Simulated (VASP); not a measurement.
Input of a VASP 6.6.1 run:

File INCAR:

```
ALGO = Normal ; EDIFF = 1E-6
ENCUT = 520 ; GGA = PE
ISIF = 2 ; ISMEAR = -1
LASPH = True ; LCHARG = False
LREAL = Auto ; LWAVE = False
NBANDS = 126 ; NELECT = 200.0
NELM = 80 ; PREC = Accurate
SIGMA = 0.01
```

File KPOINTS:

```
Automatic mesh
0
Gamma
  1 1 1
  0.25 0.25 0.25
```

Contents of POSCAR:

```
Al16ClO24
1.0
    2.4039417600      1.3879164200      4.3742070900
   -4.8078835200      2.7758328500      8.7484141900
    0.0000000000     -5.5516656900      8.7484141900
Al O Cl
16 24 1
Direct
    0.6153533352      0.3319322469      0.3244893575
    0.8346479384      0.4242105753      0.4245670327
    0.1300552461      0.0599673923      0.0683615135
    0.2975996964      0.1543293083      0.1911078455
    0.6592215938      0.3106947813      0.8226700795
    0.8616782095      0.4533336181      0.9161925391
    0.1354097862      0.0764511532      0.5659413343
    0.3440534218      0.1758252638      0.6749082430
    0.6458592976      0.8134001417      0.3283638928
    0.8417341224      0.9203492117      0.4320206437
    0.1622036090      0.6051388344      0.0606836446
    0.3820753862      0.6870786205      0.1768195641
    0.6652582811      0.8374061365      0.8208538858
    0.8455869623      0.9570322973      0.9376142242
    0.1443736505      0.5753034232      0.5783915820
    0.3540627017      0.6848211069      0.6736330268
    0.4285825673      0.0191692521      0.3781824302
    0.9103716318      0.1191003028      0.2862539565
   -0.0159758912      0.3652735930      0.2471298370
    0.8296021748      0.1101370925     -0.0032264839
    0.2382832584      0.2844180958      0.4627705420
    0.5765630562      0.5171911918      0.1110248108
    0.4648203139      0.0363037005      0.8666884894
    0.9575021413      0.1361452248      0.7426631144
    0.0372564413      0.3762007352      0.7317368178
    0.7214367477      0.2231932035      0.5346944683
    0.2358810937      0.2771259757      0.9728587656
    0.5512455418      0.4695862886      0.6302196458
    0.4169659260      0.5338635579      0.3847929569
    0.9368464882      0.6202268385      0.2774586481
    0.0374753324      0.8658054005      0.2342199214
    0.7668915244      0.7400330199      0.0207626526
    0.2477056385      0.7733331960      0.4748267565
    0.4925872364      0.9531969751      0.1490533537
    0.4525727514      0.5710183130      0.8586602311
    0.9617889898      0.6353736949      0.7745356342
    0.0606056321      0.8820453724      0.7090436081
    0.7531362875      0.7192453308      0.5281469022
    0.2484637087      0.8023210773      0.9708158532
    0.5580172899      0.9712186343      0.6239777649
    1.5335534746      0.3139876897      0.1076571294
```

Potentials or basis: VASP PAW PBE potentials, release 64 (Al, O, Cl).

Run with:

```bash
$ cat potpaw_PBE.64/Al/POTCAR potpaw_PBE.64/O/POTCAR potpaw_PBE.64/Cl/POTCAR > POTCAR
$ mpirun -np 1 vasp_std > vasp.out
```

(1) Predict the largest force.

## Answers

(1) 0.922 eV/Å.

Caveat: the k points lie up to 1.22 Å⁻¹ apart, too coarse for converged energies, forces and pressures; the cell carries a net charge on a neutralising background, which shifts energy and pressure.
